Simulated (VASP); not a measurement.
Wanted: the native input for a VASP 6.6.1 run.

```
Task                   : single point
Functional             : PBE
Potentials or basis    : VASP PAW PBE potentials, release 64 (Ag)
Cutoff                 : 520 eV
k mesh                 : 15 × 15 × 8
Occupations            : fermi-dirac, width 0.05 eV
Spin                   : no spin polarisation
Dipole correction      : no
Further INCAR settings : ALGO = Normal; EDIFF = 1e-07; NBANDS = 18
```

The structure of Ag lies in POSCAR:

```
Ag
1.0
    2.3247727916      0.0000000000      0.0000000000
   -1.1623863958      2.0133122956      0.0000000000
    0.0000000000      0.0000000000      3.8148569878
Ag
2
Direct
    0.3333333333      0.6666666667      0.2500000000
    0.6666666667      0.3333333333      0.7500000000
```

One way to write it, as run:

INCAR

```
PREC     = Accurate       # precision mode
ENCUT    = 520            # plane-wave cutoff, eV
EDIFF    = 1E-7           # SCF threshold, eV
ISMEAR   = -1             # smearing method
SIGMA    = 0.05           # smearing width, eV
LREAL    = F              # projectors in reciprocal space
LASPH    = T              # aspherical terms in the spheres
NELM     = 80             # most SCF steps
ALGO     = Normal         # electronic algorithm
ISIF     = 2              # what is computed and relaxed
LWAVE    = F              # write WAVECAR
LCHARG   = F              # write CHGCAR
GGA      = PE             # functional
NBANDS   = 18             # bands
```

KPOINTS

```
Automatic mesh
0
Gamma
  15 15 8
```

Potentials or basis: VASP PAW PBE potentials, release 64 (Ag).

Command:

```sh
$ cat potpaw_PBE.64/Ag/POTCAR > POTCAR
$ mpirun -np 1 vasp_std > vasp.out
```

Results of the run:

| Item | Value |
| --- | --- |
| Pressure | 432.3 GPa |
| Band gap on the k mesh | zero (band 11 reaches 28.98 eV, above the bottom of band 12 at 16.90 eV) |

Run time: 22 s on 1 thread of AMD EPYC 9R45 96-Core Processor (Zen 5) (shared host), peak memory 0.12 GiB.
